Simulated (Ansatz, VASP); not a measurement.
ZnS in VASP and in Ansatz

File INCAR:

```
SYSTEM = ZnS
PREC = Accurate
ENCUT = 520
EDIFF = 1E-6
ISMEAR = 0
SIGMA = 0.05
LREAL = .False.
LASPH = .True.
NELM = 80
ALGO = Normal
ISIF = 2
LWAVE = .False.
LCHARG = .True.
GGA = PE
LELF = .True.
LVHAR = .True.
NBANDS = 26
```

KPOINTS

```
Automatic mesh
0
Gamma
  12 12 4
  0 0 0
```

The input POSCAR:

```
ZnS
1.0
    3.8454929889      0.0000000000      0.0000000000
   -1.9227464944      3.3302946184      0.0000000000
    0.0000000000      0.0000000000      6.4314399708
Zn S
2 2
Direct
    0.3333333333      0.6666666667      0.0052197899
    0.6666666667      0.3333333333      0.5052197899
    0.3333333333      0.6666666667      0.3797802101
    0.6666666667      0.3333333333      0.8797802101
```

Input for Ansatz:

```yaml
crystal:
  lattice:
    - [3.8454929889, 0.0, 0.0]
    - [-1.9227464944, 3.3302946184, 0.0]
    - [0.0, 0.0, 6.4314399708]
  atoms:
    - { symbol: Zn, position: [0.3333333333, 0.6666666667, 0.0052197899] }
    - { symbol: Zn, position: [0.6666666667, 0.3333333333, 0.5052197899] }
    - { symbol: S, position: [0.3333333333, 0.6666666667, 0.3797802101] }
    - { symbol: S, position: [0.6666666667, 0.3333333333, 0.8797802101] }
basis:
  ecutwfc: 420
kpoints:
  mp_grid: { grid: [12, 12, 4] }
hamiltonian:
  xc: pbe
scf:
  occupations: { method: gaussian, width: 0.05 }
output:
  forces: true
  stress: true
  eigenvalues: true
```

Change from the starting cell: strain +0.0200 x Voigt [0, 0, 1, 0, 0, 0], atoms carried along.

Alike in both runs: task single point; functional PBE; k mesh 12 × 12 × 4; occupations gaussian, width 0.05 eV; no spin polarisation.

|  | VASP | Ansatz |
| --- | --- | --- |
| version | VASP 6.6.1 | Ansatz 0.2.0 |
| potentials or method | VASP PAW PBE potentials, release 64 (Zn, S), cutoff 520 eV | scalar-relativistic, plane waves, PAW |
| valence electrons in the cell | 36 | 36 |

```tsv
	VASP	Ansatz	Ansatz less VASP
gap on the k mesh at the Fermi level (eV)	1.95	1.95	-0.002
least direct gap on the mesh (eV)	1.95	1.95	-0.002
pressure (GPa)	-1.2	-1.3	-0.13
traceless stress, the component that is largest in VASP (GPa)	-1.57	-1.56	+0.010
rms of the force components (eV/Å)	0.049	0.048	-0.0014
```

Atom by atom the forces differ by 0.001 eV/Å (rms over components). With one functional, cell and mesh, what is left measures potentials, basis and numerics.
